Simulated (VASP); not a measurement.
# Al8N in VASP: further runs

Al8N is run at these levels: PBE; tasks: single point.

All numbers are computed with VASP 6.6.1; they aren't measurements. Logs are shortened: lines on timing, memory, paths and dates and some standing lists are left out, and cuts for length are marked.

## 1. The cell of the first run

The cell holds a slab with vacuum, 9 atoms: a = 2.854 Å, b = 2.854 Å, c = 33.476 Å, α = 90.00°, β = 90.00°, γ = 120.00°.

## 2. Single point, PBE

Contents of INCAR:

```
SYSTEM = Al8N
PREC = Accurate
ENCUT = 520
EDIFF = 1E-7
ISMEAR = 0
SIGMA = 0.1
LREAL = .FALSE.
LASPH = .TRUE.
NELM = 60
ALGO = Normal
ISIF = 2
LWAVE = .FALSE.
LCHARG = .FALSE.
LDIPOL = .TRUE.
IDIPOL = 3
DIPOL = 0.5 0.5 0.397
GGA = PE
NBANDS = 24
```

Contents of KPOINTS:

```
Automatic mesh
0
G
  9 9 1
  0 0 0
```

Contents of POSCAR:

```
Al8N
1.0
    2.8543223330      0.0000000000      0.0000000000
   -1.4271611665      2.4719156510      0.0000000000
    0.0000000000      0.0000000000     33.4760593533
Al N
8 1
Direct
    0.3333333333      0.6666666667      0.1194883770
    0.0000000000      0.0000000000      0.1895622803
    0.6666666667      0.3333333333      0.2596361837
    0.0000000000      0.0000000000      0.3297100869
    0.3333333333      0.6666666667      0.3992195594
    0.0000000000      0.0000000000      0.4696536480
    0.6666666667      0.3333333333      0.5400996810
    0.0000000000      0.0000000000      0.6116627748
    0.0000000000      0.0000000000      0.6507952183
```

Potentials or basis: VASP PAW PBE potentials, release 64 (Al, N).

Command:

```console
$ cat potpaw_PBE.64/Al/POTCAR potpaw_PBE.64/N/POTCAR > POTCAR
$ mpirun -np 1 vasp_std > vasp.out
```

OUTCAR:

```text
SYSTEM = Al8N
   PREC = Accurate
   ENCUT = 520
   EDIFF = 1E-7
   ISMEAR = 0
   LREAL = .FALSE.
   LASPH = .TRUE.
   NELM = 60
   ISIF = 2
   GGA = PE

 ion  position               nearest neighbor table
   1  0.333  0.667  0.119-   2 2.87   2 2.87   2 2.87
   2  0.000  0.000  0.190-   1 2.87   1 2.87   1 2.87   3 2.87   3 2.87   3 2.87
   3  0.667  0.333  0.260-   4 2.87   4 2.87   4 2.87   2 2.87   2 2.87   2 2.87
   4  0.000  0.000  0.330-   5 2.85   5 2.85   5 2.85   3 2.87   3 2.87   3 2.87
   5  0.333  0.667  0.399-   4 2.85   4 2.85   4 2.85   6 2.88   6 2.88   6 2.88
   6  0.000  0.000  0.470-   5 2.88   5 2.88   5 2.88   7 2.88   7 2.88   7 2.88
   7  0.667  0.333  0.540-   6 2.88   6 2.88   6 2.88   8 2.91   8 2.91   8 2.91
   8  0.000  0.000  0.612-   9 1.31   7 2.91   7 2.91   7 2.91
   9  0.000  0.000  0.651-   8 1.31

  LATTYP: Found a hexagonal cell.
 ALAT       =     2.8543223330
 C/A-ratio  =    11.7281986573

  Lattice vectors:

 A1 = (   2.8543223330,   0.0000000000,   0.0000000000)
 A2 = (  -1.4271611665,   2.4719156510,   0.0000000000)
 A3 = (   0.0000000000,   0.0000000000,  33.4760593533)

Analysis of symmetry for initial positions (statically):
=====================================================================
 Subroutine PRICEL returns:
 Original cell was already a primitive cell.

 Routine SETGRP: Setting up the symmetry group for a
 hexagonal supercell.

 Subroutine GETGRP returns: Found  6 space group operations
 (whereof  6 operations were pure point group operations)
 out of a pool of 24 trial point group operations.

The static configuration has the point symmetry C_3v.

Analysis of symmetry for dynamics (positions and initial velocities):
=====================================================================
 Subroutine PRICEL returns:
 Original cell was already a primitive cell.

 Routine SETGRP: Setting up the symmetry group for a
 hexagonal supercell.

 Subroutine GETGRP returns: Found  6 space group operations
 (whereof  6 operations were pure point group operations)
 out of a pool of 24 trial point group operations.

The dynamic configuration has the point symmetry C_3v.

 Subroutine INISYM returns: Found  6 space group operations
 (whereof  6 operations are pure point group operations),
 and found     1 'primitive' translations

----------------------------------------------------------------------------------------

                                     Primitive cell

  volume of cell :     236.1952

  direct lattice vectors                    reciprocal lattice vectors
     2.854322333  0.000000000  0.000000000     0.350345856  0.202272274  0.000000000
    -1.427161166  2.471915651  0.000000000     0.000000000  0.404544548  0.000000000
     0.000000000  0.000000000 33.476059353     0.000000000  0.000000000  0.029872094

  length of vectors
     2.854322333  2.854322333 33.476059353     0.404544548  0.404544548  0.029872094

  position of ions in fractional coordinates (direct lattice)
     0.333333333  0.666666667  0.119488377
     0.000000000  0.000000000  0.189562280
     0.666666667  0.333333333  0.259636184
     0.000000000  0.000000000  0.329710087
     0.333333333  0.666666667  0.399219559
     0.000000000  0.000000000  0.469653648
     0.666666667  0.333333333  0.540099681
     0.000000000  0.000000000  0.611662775
     0.000000000  0.000000000  0.650795218

  ion indices of the primitive-cell ions
   primitive index   ion index
                 1           1
                 2           2
                 3           3
                 4           4
                 5           5
                 6           6
                 7           7
                 8           8
                 9           9

----------------------------------------------------------------------------------------

 KPOINTS: Automatic mesh

Automatic generation of k-mesh.
 Grid dimensions read from file:
 generate k-points for:    9    9    1

 Generating k-lattice:

  Cartesian coordinates                     Fractional coordinates (reciprocal lattice)
     0.038927317  0.022474697  0.000000000     0.111111111 -0.000000000  0.000000000
     0.000000000  0.044949394  0.000000000     0.000000000  0.111111111  0.000000000
     0.000000000  0.000000000  0.029872094     0.000000000  0.000000000  1.000000000

  Length of vectors
     0.044949394  0.044949394  0.029872094

  Shift w.r.t. Gamma in fractional coordinates (k-lattice)
     0.000000000  0.000000000  0.000000000

 Subroutine IBZKPT returns following result:
 ===========================================

 Found     12 irreducible k-points:

 Following reciprocal coordinates:
            Coordinates               Weight
  0.000000  0.000000  0.000000      1.000000
  0.111111  0.000000  0.000000      6.000000
  0.222222  0.000000  0.000000      6.000000
  0.333333  0.000000  0.000000      6.000000
  0.444444  0.000000  0.000000      6.000000
  0.111111  0.111111  0.000000      6.000000
  0.222222  0.111111  0.000000     12.000000
  0.333333  0.111111  0.000000     12.000000
  0.444444  0.111111  0.000000      6.000000
  0.222222  0.222222  0.000000      6.000000
  0.333333  0.222222  0.000000     12.000000
  0.333333  0.333333  0.000000      2.000000
   k-points           NKPTS =     12   k-points in BZ     NKDIM =     12   number of bands    NBANDS=     24
   number of dos      NEDOS =    301   number of ions     NIONS =      9
   total plane-waves  NPLWV = 144000
   dimension x,y,z NGX =    24 NGY =   24 NGZ =  250
   dimension x,y,z NGXF=    48 NGYF=   48 NGZF=  500
   ions per type =               8   1
   NGX,Y,Z   is equivalent  to a cutoff of  13.98, 13.98, 12.42 a.u.
   NGXF,Y,Z  is equivalent  to a cutoff of  27.96, 27.96, 24.83 a.u.
 SYSTEM =  Al8N
   PREC   = accura    normal or accurate (medium, high low for compatibility)
   ISTART =      0    job   : 0-new  1-cont  2-samecut
   ICHARG =      2    charge: 1-file 2-atom 10-const
   ISPIN  =      1    spin polarized calculation?
   LNONCOLLINEAR =      F non collinear calculations
   LSORBIT =      F    spin-orbit coupling
   LASPH  =      T    aspherical Exc in radial PAW
   ENCUT  =  520.0 eV  38.22 Ry    6.18 a.u.   5.31  5.31 62.24*2*pi/ulx,y,z
   NELM   =     60;   NELMIN=  2; NELMDL= -5     # of ELM steps
   EDIFF  = 0.1E-06   stopping-criterion for ELM
   LREAL  =      F    real-space projection
   EDIFFG = 0.1E-05   stopping-criterion for IOM
   NSW    =      0    number of steps for IOM
   IBRION =     -1    ionic relax: 0-MD 1-quasi-New 2-CG
   NFREE  =      0    steps in history (QN), initial steepest desc. (CG)
   ISIF   =      2    stress and relaxation
   ISYM   =      2    0-nonsym 1-usesym 2-fastsym
   POTIM  = 0.5000    time-step for ionic-motion
   TEBEG  =    0.0;   TEEND  =   0.0 temperature during run
   PSTRESS=    0.0 pullay stress
   NELECT =      29.0000    total number of electrons
   NUPDOWN=      -1.0000    fix difference up-down
   EMIN   =  10.00;   EMAX   =-10.00  energy-range for DOS
   EFERMI =   0.00;   METHOD = LEGACY
   ISMEAR =     0;   SIGMA  =   0.10  broadening in eV -4-tet -1-fermi 0-gaus
   EFERMI_NEDOS =   21; number of points for ismear=-14 and -15
   IALGO  =     38    algorithm
   IMIX   =      4    mixing-type and parameters
     AMIX     =   0.40;   BMIX     =  1.00
     AMIX_MAG =   1.60;   BMIX_MAG =  1.00
  volume/ion in A,a.u.               =      26.24       177.10
  Fermi-wavevector in a.u.,A,eV,Ry     =   0.813674  1.537621  9.007949  0.662066
  Thomas-Fermi vector in A             =   1.923442
   LORBIT       =      0    0 simple, 1 ext, 2 COOP (PROOUT), +10 PAW based schemes
   GGA     = PE    functional components
   LHFCALC =     F    Hartree Fock is set to
   AEXX    =    0.0000 exact exchange contribution
   IVDW    =     0    specifies the selected vdW correction
   LEPSILON=     F    determine dielectric tensor
   LRPA    =     F    only Hartree local field effects (RPA)
 non-spin polarized calculation
 Gauss-broadening in eV      SIGMA  =   0.10
  energy-cutoff  :      520.00
  volume of cell :      236.20
 maximum number of plane-waves:      6403
 NGX is ok and might be reduce to    24
   NGX = 11   NGY = 11   NGZ =125

 dipolmoment           0.000000      0.000000     -0.129294 electrons x Angstroem

 number of electron      28.9999999 magnetization

 dipolmoment           0.000000      0.000000      0.192396 electrons x Angstroem

 Free energy of the ion-electron system (eV)
  ---------------------------------------------------
  ext. energy  EPLUGINS =         0.00000000
  ---------------------------------------------------
  free energy    TOTEN  =       -27.76768807 eV

  energy without entropy =      -27.73556152  energy(sigma->0) =      -27.75162480

 E-fermi :   1.7395     XC(G=0):  -6.5316

 val. band max:        1.6986117109   @ k =   0.3333   0.3333   0.0000
 cond. band min:       1.7449044234   @ k =   0.4444   0.1111   0.0000
 fundamental gap:      0.0462927124
 Fermi energy:         1.7394526691

 k-point     1 :       0.0000    0.0000    0.0000
  band No.  band energies     occupation
      1     -12.4985      2.00000
      2      -9.2860      2.00000
      3      -8.9412      2.00000
      4      -8.4321      2.00000
      5      -7.6657      2.00000
      6      -6.7678      2.00000
[... 16 lines left out ...]
     23      11.4442      0.00000
     24      12.3881      0.00000

 k-point     2 :       0.1111    0.0000    0.0000
  band No.  band energies     occupation
      1     -12.3491      2.00000
      2      -8.9876      2.00000
      3      -8.6441      2.00000
      4      -8.1369      2.00000
      5      -7.3729      2.00000
      6      -6.4783      2.00000
[... 16 lines left out ...]
     23       9.6334      0.00000
     24      10.2410      0.00000
[... 241 lines left out ...]
     23       3.4922      0.00000
     24       4.1117      0.00000

 k-point    12 :       0.3333    0.3333    0.0000
  band No.  band energies     occupation
      1     -10.7291      2.00000
      2      -1.5439      2.00000
      3      -1.5043      2.00000
      4      -1.4608      2.00000
      5      -1.3715      2.00000
      6      -1.3489      2.00000
[... 16 lines left out ...]
     23       3.4708      0.00000
     24       3.4745      0.00000

------------------------ aborting loop because EDIFF is reached ----------------------------------------

 vacuum level on the upper side and lower side of the slab       (xc-potential included)         2.348        -2.509

  FORCE on cell =-STRESS in cart. coord.  units (eV):
  Direction    XX          YY          ZZ          XY          YZ          ZX
  --------------------------------------------------------------------------------------
  -------------------------------------------------------------------------------------
  Total        0.0763177      0.0763177     45.6816442      0.0000000      0.0000000      0.0000000
  in kB        0.5176842      0.5176842    309.8712736      0.0000000      0.0000000      0.0000000
  external PRESSURE =     103.6355473 kB  Pullay stress =       0.0000000 kB

 VOLUME and BASIS-vectors are now :
 -----------------------------------------------------------------------------
  energy-cutoff  :      520.00
  volume of cell :      236.20
      direct lattice vectors                 reciprocal lattice vectors
     2.854322333  0.000000000  0.000000000     0.350345856  0.202272274  0.000000000
    -1.427161166  2.471915651  0.000000000     0.000000000  0.404544548  0.000000000
     0.000000000  0.000000000 33.476059353     0.000000000  0.000000000  0.029872094

 POSITION                                       TOTAL-FORCE (eV/Angst)
 -----------------------------------------------------------------------------------
     -0.00000      1.64794      4.00000         0.000000      0.000000     -0.033576
      0.00000      0.00000      6.34580         0.000000     -0.000000      0.040769
      1.42716      0.82397      8.69160         0.000000      0.000000     -0.012783
      0.00000      0.00000     11.03739         0.000000      0.000000     -0.071407
     -0.00000      1.64794     13.36430         0.000000      0.000000      0.187762
      0.00000      0.00000     15.72215         0.000000     -0.000000     -0.073826
      1.42716      0.82397     18.08041         0.000000     -0.000000      0.004099
      0.00000      0.00000     20.47606        -0.000000      0.000000    -35.067958
      0.00000      0.00000     21.78606         0.000000      0.000000     35.026920
 -----------------------------------------------------------------------------------
    total drift:                                0.000000      0.000000     -0.000077

  FREE ENERGIE OF THE ION-ELECTRON SYSTEM (eV)
  ---------------------------------------------------
  free  energy   TOTEN  =       -27.7676880704 eV

  energy  without entropy=      -27.7355615216  energy(sigma->0) =      -27.75162480

 vacuum level on the upper side and lower side of the slab        10.595         5.659
```

It took 5.1 min on 1 thread of Intel Xeon Platinum 8488C (Sapphire Rapids), shared host; peak memory 0.38 GiB.

Results:

| Property | Result |
| --- | --- |
| Free energy | -27.7677 eV |
| Largest force | 35.068 eV/Å |

Forces on the atoms (eV/Å):
```
Al    0.000   0.000  -0.034
Al    0.000   0.000   0.041
Al    0.000   0.000  -0.013
Al    0.000   0.000  -0.071
Al    0.000   0.000   0.188
Al    0.000   0.000  -0.074
Al    0.000   0.000   0.004
Al    0.000   0.000 -35.068
N     0.000   0.000  35.027
```

## 3. Single point, PBE

Contents of INCAR:

```
PREC = Accurate
ENCUT = 520
EDIFF = 1E-6
ISMEAR = 0
SIGMA = 0.1
LREAL = False
LASPH = True
NELM = 100
ALGO = Normal
ISIF = 2
LWAVE = False
LCHARG = False
LDIPOL = True
IDIPOL = 3
DIPOL = 0.5 0.5 0.399
GGA = PE
NBANDS = 24
```

Contents of KPOINTS:

```
regular mesh
0
Gamma
  9 9 1
```

POSCAR: that of step 2 with these lines changed.

```diff
@@ -16,2 +16,2 @@
     0.0000000000      0.0000000000      0.6116627748
-    0.0000000000      0.0000000000      0.6507952183
+    0.0000000000      0.0000000000      0.6734980099
```

Potentials or basis: VASP PAW PBE potentials, release 64 (Al, N).

Command:

```console
$ cat potpaw_PBE.64/Al/POTCAR potpaw_PBE.64/N/POTCAR > POTCAR
$ mpirun -np 1 vasp_std > vasp.out
```

Run time: 5.4 min. Hardware: 1 thread of Intel Xeon Platinum 8488C (Sapphire Rapids), shared host; peak memory 0.38 GiB.

It converged, with:

| Item | Value |
| --- | --- |
| Free energy | -33.6253 eV |
| Largest force | 2.103 eV/Å |

Forces in eV/Å, atoms in the order of the input:
```
Al   0.000  0.000 -0.108
Al   0.000  0.000  0.052
Al   0.000  0.000  0.017
Al   0.000  0.000 -0.046
Al   0.000  0.000  0.218
Al   0.000  0.000 -0.178
Al   0.000  0.000  0.206
Al   0.000  0.000  1.942
N    0.000  0.000 -2.103
```

Levels at points of the mesh, in eV from the Fermi level:
```tsv
k point	band 9	band 10	band 11	band 12	band 13	band 14	band 15	band 16	band 17	band 18
(0.00, 0.00, 0.00)	-5.18	-3.88	-2.48	-1.19	0.26	1.33	1.33	1.88	3.35	4.37
```

## 4. Single point, PBE

Contents of INCAR:

```
SYSTEM = Al8N
ALGO     = Normal         ! electronic algorithm
DIPOL    = 0.5 0.5 0.402
EDIFF    = 1E-7           ! SCF threshold, eV
ENCUT    = 520            ! plane-wave cutoff, eV
GGA      = PE             ! functional
IDIPOL   = 3            
ISIF     = 2              ! what is computed and relaxed
ISMEAR   = 0              ! smearing method
LASPH    = .True.         ! aspherical terms in the spheres
LCHARG   = .True.         ! write CHGCAR
LDIPOL   = .True.       
LELF     = .True.         ! ELF
LREAL    = .False.        ! projectors in reciprocal space
LVACPOTAV= .True.       
LVHAR    = .True.       
LWAVE    = .False.        ! write WAVECAR
NBANDS   = 24             ! bands
NELM     = 60             ! most SCF steps
PREC     = Accurate       ! precision mode
SIGMA    = 0.1            ! smearing width, eV
```

Contents of KPOINTS:

```
k-points
0
Gamma
  9 9 1
  0 0 0
```

POSCAR: that of step 3 with these lines changed.

```diff
@@ -16,2 +16,2 @@
     0.0000000000      0.0000000000      0.6116627748
-    0.0000000000      0.0000000000      0.6734980099
+    0.0000000000      0.0000000000      0.7003828947
```

Command:

```console
$ cat potpaw_PBE.64/Al/POTCAR potpaw_PBE.64/N/POTCAR > POTCAR
$ mpirun -np 1 vasp_std > vasp.out
```

It took 5.6 min on 1 thread of Intel Xeon Platinum 8488C (Sapphire Rapids), shared host; peak memory 0.37 GiB.

The run converged. Its results:

- Free energy: -31.7666 eV
- Largest force: 1.333 eV/Å

Forces on the atoms (eV/Å):
```
Al   0.000  0.000 -0.090
Al   0.000  0.000  0.058
Al   0.000  0.000 -0.011
Al   0.000  0.000 -0.082
Al   0.000  0.000  0.201
Al   0.000  0.000 -0.101
Al   0.000  0.000 -0.012
Al   0.000  0.000  1.333
N    0.000  0.000 -1.297
```

Levels at points of the mesh, in eV from the Fermi level:
```tsv
k point	band 11	band 12	band 13	band 14	band 15	band 16
(0.00, 0.00, 0.00)	-2.42	-1.22	-0.21	1.33	1.52	1.52
```

(Part 1 of 2 ends here.)
